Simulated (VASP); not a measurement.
# TePb (Pm-3m) in VASP: a series of runs, part 2 of 2

VASP 6.6.1.

### 5 Single point, PBE+D3(BJ)

This run uses another cell than the first one, of 30.44 Å³/atom, 1.376 times its volume.

Input file INCAR:

```
SYSTEM = TePb
  PREC = Accurate
  ENCUT = 520
  EDIFF = 1E-7
  ISMEAR = -1
  SIGMA = 0.05
  LREAL = .False.
  LASPH = .True.
  NELM = 60
  ALGO = Normal
  ISIF = 2
  LWAVE = .False.
  LCHARG = .False.
  GGA = PE
  IVDW = 12
  NBANDS = 17
```

Input file KPOINTS:

```
Automatic mesh
0
Gamma
  7 7 7
  0 0 0
```

Input file POSCAR:

```
TePb
1.0
    3.9339121656      0.0000000000      0.0000000000
    0.0000000000      3.9339121656      0.0000000000
    0.0000000000      0.0000000000      3.9339121656
Pb Te
1 1
Direct
    0.0000000000      0.0000000000      0.0000000000
    0.5000000000      0.5000000000      0.5000000000
```

Potentials or basis: VASP PAW PBE potentials, release 64 (Pb_d, Te).

Command:

```sh
$ cat potpaw_PBE.64/Pb_d/POTCAR potpaw_PBE.64/Te/POTCAR > POTCAR
$ mpirun -np 1 vasp_std > vasp.out
```

OUTCAR:

```text
SYSTEM = TePb
   PREC = Accurate
   ENCUT = 520
   EDIFF = 1E-7
   ISMEAR = -1
   LREAL = .False.
   LASPH = .True.
   NELM = 60
   ISIF = 2
   GGA = PE
   IVDW = 12
 IVDW          = 12

 ion  position               nearest neighbor table
   1  0.000  0.000  0.000-   2 3.41   2 3.41   2 3.41   2 3.41   2 3.41   2 3.41   2 3.41   2 3.41

   2  0.500  0.500  0.500-   1 3.41   1 3.41   1 3.41   1 3.41   1 3.41   1 3.41   1 3.41   1 3.41

  LATTYP: Found a simple cubic cell.
 ALAT       =     3.9339121656

  Lattice vectors:

 A1 = (   3.9339121656,   0.0000000000,   0.0000000000)
 A2 = (   0.0000000000,   3.9339121656,   0.0000000000)
 A3 = (   0.0000000000,   0.0000000000,   3.9339121656)

Analysis of symmetry for initial positions (statically):
=====================================================================
 Subroutine PRICEL returns:
 Original cell was already a primitive cell.

 Routine SETGRP: Setting up the symmetry group for a
 simple cubic supercell.

 Subroutine GETGRP returns: Found 48 space group operations
 (whereof 48 operations were pure point group operations)
 out of a pool of 48 trial point group operations.

The static configuration has the point symmetry O_h .

Analysis of symmetry for dynamics (positions and initial velocities):
=====================================================================
 Subroutine PRICEL returns:
 Original cell was already a primitive cell.

 Routine SETGRP: Setting up the symmetry group for a
 simple cubic supercell.

 Subroutine GETGRP returns: Found 48 space group operations
 (whereof 48 operations were pure point group operations)
 out of a pool of 48 trial point group operations.

The dynamic configuration has the point symmetry O_h .

 Subroutine INISYM returns: Found 48 space group operations
 (whereof 48 operations are pure point group operations),
 and found     1 'primitive' translations

----------------------------------------------------------------------------------------

                                     Primitive cell

  volume of cell :      60.8799

  direct lattice vectors                    reciprocal lattice vectors
     3.933912166  0.000000000  0.000000000     0.254199880  0.000000000  0.000000000
     0.000000000  3.933912166  0.000000000     0.000000000  0.254199880  0.000000000
     0.000000000  0.000000000  3.933912166     0.000000000  0.000000000  0.254199880

  length of vectors
     3.933912166  3.933912166  3.933912166     0.254199880  0.254199880  0.254199880

  position of ions in fractional coordinates (direct lattice)
     0.000000000  0.000000000  0.000000000
     0.500000000  0.500000000  0.500000000

  ion indices of the primitive-cell ions
   primitive index   ion index
                 1           1
                 2           2

----------------------------------------------------------------------------------------

 KPOINTS: Automatic mesh

Automatic generation of k-mesh.
 Grid dimensions read from file:
 generate k-points for:    7    7    7

 Generating k-lattice:

  Cartesian coordinates                     Fractional coordinates (reciprocal lattice)
     0.036314269  0.000000000  0.000000000     0.142857143  0.000000000  0.000000000
     0.000000000  0.036314269  0.000000000     0.000000000  0.142857143  0.000000000
     0.000000000  0.000000000  0.036314269     0.000000000  0.000000000  0.142857143

  Length of vectors
     0.036314269  0.036314269  0.036314269

  Shift w.r.t. Gamma in fractional coordinates (k-lattice)
     0.000000000  0.000000000  0.000000000

 Subroutine IBZKPT returns following result:
 ===========================================

 Found     20 irreducible k-points:

 Following reciprocal coordinates:
            Coordinates               Weight
  0.000000  0.000000  0.000000      1.000000
  0.142857  0.000000  0.000000      6.000000
  0.285714  0.000000  0.000000      6.000000
  0.428571  0.000000  0.000000      6.000000
  0.142857  0.142857  0.000000     12.000000
  0.285714  0.142857  0.000000     24.000000
[... 12 lines left out ...]
  0.428571  0.428571  0.285714     24.000000
  0.428571  0.428571  0.428571      8.000000
   k-points           NKPTS =     20   k-points in BZ     NKDIM =     20   number of bands    NBANDS=     17
   number of dos      NEDOS =    301   number of ions     NIONS =      2
   total plane-waves  NPLWV =  27000
   dimension x,y,z NGX =    30 NGY =   30 NGZ =   30
   dimension x,y,z NGXF=    60 NGYF=   60 NGZF=   60
   ions per type =               1   1
   NGX,Y,Z   is equivalent  to a cutoff of  12.68, 12.68, 12.68 a.u.
   NGXF,Y,Z  is equivalent  to a cutoff of  25.36, 25.36, 25.36 a.u.
 SYSTEM =  TePb
   PREC   = accura    normal or accurate (medium, high low for compatibility)
   ISTART =      0    job   : 0-new  1-cont  2-samecut
   ICHARG =      2    charge: 1-file 2-atom 10-const
   ISPIN  =      1    spin polarized calculation?
   LNONCOLLINEAR =      F non collinear calculations
   LSORBIT =      F    spin-orbit coupling
   LASPH  =      T    aspherical Exc in radial PAW
   ENCUT  =  520.0 eV  38.22 Ry    6.18 a.u.   7.31  7.31  7.31*2*pi/ulx,y,z
   NELM   =     60;   NELMIN=  2; NELMDL= -5     # of ELM steps
   EDIFF  = 0.1E-06   stopping-criterion for ELM
   LREAL  =      F    real-space projection
   EDIFFG = 0.1E-05   stopping-criterion for IOM
   NSW    =      0    number of steps for IOM
   IBRION =     -1    ionic relax: 0-MD 1-quasi-New 2-CG
   NFREE  =      0    steps in history (QN), initial steepest desc. (CG)
   ISIF   =      2    stress and relaxation
   ISYM   =      2    0-nonsym 1-usesym 2-fastsym
   POTIM  = 0.5000    time-step for ionic-motion
   TEBEG  =    0.0;   TEEND  =   0.0 temperature during run
   PSTRESS=    0.0 pullay stress
   NELECT =      20.0000    total number of electrons
   NUPDOWN=      -1.0000    fix difference up-down
   EMIN   =  10.00;   EMAX   =-10.00  energy-range for DOS
   EFERMI =   0.00;   METHOD = LEGACY
   ISMEAR =    -1;   SIGMA  =   0.05  broadening in eV -4-tet -1-fermi 0-gaus
   EFERMI_NEDOS =   21; number of points for ismear=-14 and -15
   IALGO  =     38    algorithm
   IMIX   =      4    mixing-type and parameters
     AMIX     =   0.40;   BMIX     =  1.00
     AMIX_MAG =   1.60;   BMIX_MAG =  1.00
  volume/ion in A,a.u.               =      30.44       205.42
  Fermi-wavevector in a.u.,A,eV,Ry     =   1.129606  2.134645 17.361154  1.276009
  Thomas-Fermi vector in A             =   2.266300
   LORBIT       =      0    0 simple, 1 ext, 2 COOP (PROOUT), +10 PAW based schemes
   GGA     = PE    functional components
   LHFCALC =     F    Hartree Fock is set to
   AEXX    =    0.0000 exact exchange contribution
   IVDW    =    12    specifies the selected vdW correction
   LEPSILON=     F    determine dielectric tensor
   LRPA    =     F    only Hartree local field effects (RPA)
 non-spin polarized calculation
  energy-cutoff  :      520.00
  volume of cell :       60.88
 maximum number of plane-waves:      1659
 NGX is ok and might be reduce to    30
   NGX = 15   NGY = 15   NGZ = 15

 number of electron      19.9999993 magnetization

 Free energy of the ion-electron system (eV)
  ---------------------------------------------------
  ext. energy  EPLUGINS =         0.00000000
  ---------------------------------------------------
  free energy    TOTEN  =        -7.03901108 eV

  energy without entropy =       -7.02329948  energy(sigma->0) =       -7.03115528

 E-fermi :   6.9518     XC(G=0):  -9.9229

 val. band max:        6.9425284353   @ k =   0.4286   0.4286   0.2857
 cond. band min:       6.9590309032   @ k =   0.1429   0.1429   0.1429
 fundamental gap:      0.0165024678
 Fermi energy:         6.9517500805

 k-point     1 :       0.0000    0.0000    0.0000
  band No.  band energies     occupation
      1     -10.1404      2.00000
      2     -10.1404      2.00000
      3     -10.0429      2.00000
      4     -10.0429      2.00000
      5     -10.0429      2.00000
      6      -5.5256      2.00000
[... 9 lines left out ...]
     16      17.6166      0.00000
     17      18.2228      0.00000
[... 361 lines left out ...]
 k-point    20 :       0.4286    0.4286    0.4286
  band No.  band energies     occupation
      1     -10.1082      2.00000
      2     -10.1057      2.00000
      3     -10.1057      2.00000
      4     -10.0117      2.00000
      5     -10.0117      2.00000
      6      -2.8812      2.00000
[... 9 lines left out ...]
     16      19.8033      0.00000
     17      21.8691      0.00000

------------------------ aborting loop because EDIFF is reached ----------------------------------------

 Edisp (eV)   -0.88611

 E8    (eV) :    -0.4264

  FORCE on cell =-STRESS in cart. coord.  units (eV):
  Direction    XX          YY          ZZ          XY          YZ          ZX
  --------------------------------------------------------------------------------------
  -------------------------------------------------------------------------------------
  Total      -0.01251    -0.01251    -0.01251     0.00000    -0.00000    -0.00000
  in kB      -0.32935    -0.32935    -0.32935     0.00000    -0.00000    -0.00000
  external pressure =       -0.33 kB  Pullay stress =        0.00 kB

 VOLUME and BASIS-vectors are now :
 -----------------------------------------------------------------------------
  energy-cutoff  :      520.00
  volume of cell :       60.88
      direct lattice vectors                 reciprocal lattice vectors
     3.933912166  0.000000000  0.000000000     0.254199880  0.000000000  0.000000000
     0.000000000  3.933912166  0.000000000     0.000000000  0.254199880  0.000000000
     0.000000000  0.000000000  3.933912166     0.000000000  0.000000000  0.254199880

 POSITION                                       TOTAL-FORCE (eV/Angst)
 -----------------------------------------------------------------------------------
      0.00000      0.00000      0.00000         0.000000      0.000000      0.000000
      1.96696      1.96696      1.96696         0.000000      0.000000      0.000000
 -----------------------------------------------------------------------------------
    total drift:                                0.000000     -0.000000     -0.000000

  FREE ENERGIE OF THE ION-ELECTRON SYSTEM (eV)
  ---------------------------------------------------
  free  energy   TOTEN  =        -7.9251168348 eV

  energy  without entropy=       -7.9094052404  energy(sigma->0) =       -7.91726104
```

stdout:

```text
POSCAR found type information on POSCAR PbTe
 POSCAR found :  2 types and       2 ions
 scaLAPACK will be used
 LDA part: xc-table for (Slater+PW92), standard interpolation
 POSCAR, INCAR and KPOINTS ok, starting setup
 FFT: planning ... GRIDC
 FFT: planning ... GRID_SOFT
 FFT: planning ... GRID
 WAVECAR not read
 entering main loop
```

Run time: 22 s. Hardware: 1 thread of Intel Xeon Platinum 8488C (Sapphire Rapids), shared host; peak memory 0.18 GiB.

Results:

- Free energy: -7.9251 eV
- Pressure: 0.0 GPa
- Band gap on the k mesh: zero (band 10 reaches 7.16 eV, above the bottom of band 11 at 6.25 eV)
- Dispersion energy per atom: -0.443 eV

Caveat: spin-orbit coupling is left out, which moves the levels of the heavy elements; pairwise dispersion overbinds metals, which lowers pressure and volume.

### 6 Summary

```csv
level,cell,gap on the mesh (eV),pressure (GPa)
RPBE+D3(BJ),"a = 3.537 Å, 2 atoms",none,-0.1
PBEsol+D3(BJ),"a = 3.840 Å, 2 atoms",none,0.0
PBEsol+D4,"a = 3.875 Å, 2 atoms",none,-0.1
PBE+D3(BJ),"a = 3.934 Å, 2 atoms",none,0.0
```

Alike in all rows: task single point; potentials or basis VASP PAW PBE potentials, release 64 (Pb_d, Te); no spin polarisation; k mesh 7 × 7 × 7; cutoff (eV) 520; smearing fermi-dirac 0.05 eV.

Caveats: spin-orbit coupling is left out, which moves the levels of the heavy elements; pairwise dispersion overbinds metals, which lowers pressure and volume; the PAW data sets were made with another functional, which shifts forces and pressure a little (some runs).

Total energies depend on the potentials used, so only differences within one code and one set of settings carry meaning.
